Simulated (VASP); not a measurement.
# BN: single point with LDA

The system is BN.

```
CELL_PARAMETERS angstrom
0.00000 1.74583 1.74583
1.74583 0.00000 1.74583
1.74583 1.74583 0.00000
ATOMIC_POSITIONS crystal
B 0.00000 0.00000 0.00000
N 0.50000 0.50000 0.50000
```

| Item | Value |
| --- | --- |
| Program | VASP 6.6.1 |
| Task | single point |
| Functional | LDA |
| Potentials or basis | VASP PAW LDA potentials, release 64 (B, N) |
| Cutoff | 600 eV |
| k mesh | 4 × 4 × 4 |
| Occupations | gaussian, width 0.01 eV |
| Spin | no spin polarisation |
| Dipole correction | no |
| Further INCAR settings | ALGO = Normal; EDIFF = 1e-06; NBANDS = 11 |

```json
{
 "Pressure": "-10.6 GPa",
 "Band gap on the k mesh": "1.96 eV, indirect (least direct gap 5.62 eV)"
}
```

Levels at points of the mesh, in eV from the valence-band top:
```csv
k point,band 1,band 2,band 3,band 4,band 5,band 6,band 7,band 8
"(0.00, 0.00, 0.00)",-21.75,-0.28,-0.28,-0.28,10.10,12.46,12.46,12.46
"(0.50, 0.00, 0.00)",-16.51,-11.97,0.00,0.00,5.62,5.62,7.89,14.32
"(0.50, 0.50, 0.00)",-13.59,-11.36,-5.06,-5.06,1.96,9.29,15.04,15.04
```

It took 2.2 s on 1 thread of AMD EPYC 7R13 Processor (Zen 3) (shared host), peak memory 0.08 GiB.

Caveat: the k points lie up to 0.78 Å⁻¹ apart. A k mesh can miss the band edges.
